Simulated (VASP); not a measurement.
# Zn: single point with LDA

Zn:

```
Zn
1.0
    -1.28745    2.22992    0.00000
     0.00000    0.00000    4.71123
     3.86234    2.22992    0.00000
Zn
4
Direct
  0.50000 0.25000 0.16667
  0.00000 0.25000 0.66667
  0.00000 0.75000 0.33333
  0.50000 0.75000 0.83333
```

```
Program             : VASP 6.6.1
Task                : single point
Functional          : LDA
Potentials or basis : VASP PAW LDA potentials, release 64 (Zn)
Cutoff              : 520 eV
k mesh              : 14 × 8 × 8
Occupations         : fermi-dirac, width 0.08 eV
Spin                : no spin polarisation
```

| Property | Result |
| --- | --- |
| Pressure | 0.8 GPa |
| Band gap on the k mesh | zero (band 24 reaches 5.27 eV, above the bottom of band 25 at 1.45 eV) |

Forces on the atoms (eV/Å):
```
Zn   0.002  0.001  0.000
Zn   0.002  0.001  0.000
Zn  -0.002 -0.001  0.000
Zn  -0.002 -0.001  0.000
```

Stress tensor (GPa, compression positive):
```
 0.90 -0.49  0.00
-0.49  1.47  0.00
 0.00  0.00 -0.09
```

Levels at points of the mesh, in eV from the Fermi level:
| k point | band 22 | band 23 | band 24 | band 25 | band 26 | band 27 |
| --- | --- | --- | --- | --- | --- | --- |
| (0.00, 0.00, 0.00) | -4.11 | -3.23 | -2.78 | -2.30 | 3.00 | 3.69 |
| (0.50, 0.00, 0.00) | -4.48 | 1.52 | 1.52 | 2.79 | 2.79 | 3.38 |
| (0.00, 0.50, 0.00) | -7.11 | -2.22 | -2.22 | 0.33 | 0.33 | 5.29 |
| (0.50, 0.50, 0.00) | -2.93 | -2.93 | -2.93 | 4.85 | 4.85 | 4.85 |
| (0.00, 0.00, 0.50) | -7.32 | -1.63 | -1.63 | -1.36 | -1.36 | 7.19 |
| (0.50, 0.00, 0.50) | -3.23 | -2.30 | -2.30 | 3.00 | 3.00 | 3.69 |
| (0.00, 0.50, 0.50) | -6.60 | -6.60 | -6.60 | 6.96 | 6.96 | 6.96 |
| (0.50, 0.50, 0.50) | -2.22 | -2.22 | -2.22 | 0.33 | 0.33 | 0.33 |

Wall time 5.6 min on 1 thread of Oxide Virtual Turin-like Processor, with other jobs on the host, peak memory 0.3 GiB.
